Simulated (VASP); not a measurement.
Input of a VASP 6.6.1 run:

INCAR

```
  AGGAC = 1.0
  AGGAX = 1.0
  ALDAC = 0.0
  ALDAX = 1.0
  ALGO = Normal
  EDIFF = 1E-7
  ENCUT = 520
  GGA = B5
  ISIF = 2
  ISMEAR = -1
  IVDW = 12
  LASPH = T
  LCHARG = F
  LREAL = F
  LWAVE = F
  NBANDS = 13
  NELM = 80
  PREC = Accurate
  SIGMA = 0.05
  VDW_A1 = 0.4298
  VDW_A2 = 4.2359
  VDW_S6 = 1.0
  VDW_S8 = 2.6996
```

KPOINTS

```
k-points
0
Gamma
  9 9 9
```

File POSCAR:

```
Pb
1.0
    0.0000000000      2.4415696833      2.4415696833
    2.4415696833      0.0000000000      2.4415696833
    2.4415696833      2.4415696833      0.0000000000
Pb
1
Direct
    0.0000000000      0.0000000000      0.0000000000
```

Potentials or basis: VASP PAW PBE potentials, release 64 (Pb_d).

Command:

```console
$ cat potpaw_PBE.64/Pb_d/POTCAR > POTCAR
$ mpirun -np 1 vasp_std > vasp.out
```

Question: Predict the dispersion energy per atom.

Answer: -1.042 eV.

Question: Estimate the band gap on the k mesh.

Answer: Zero (band 7 reaches 15.82 eV, above the bottom of band 8 at 6.67 eV).

Question: Predict the pressure.

Answer: 2.8 GPa.

Caveat: the PAW data sets were made with another functional, which shifts forces and pressure a little; spin-orbit coupling is left out, which moves the levels of the heavy elements; pairwise dispersion overbinds metals, which lowers pressure and volume.
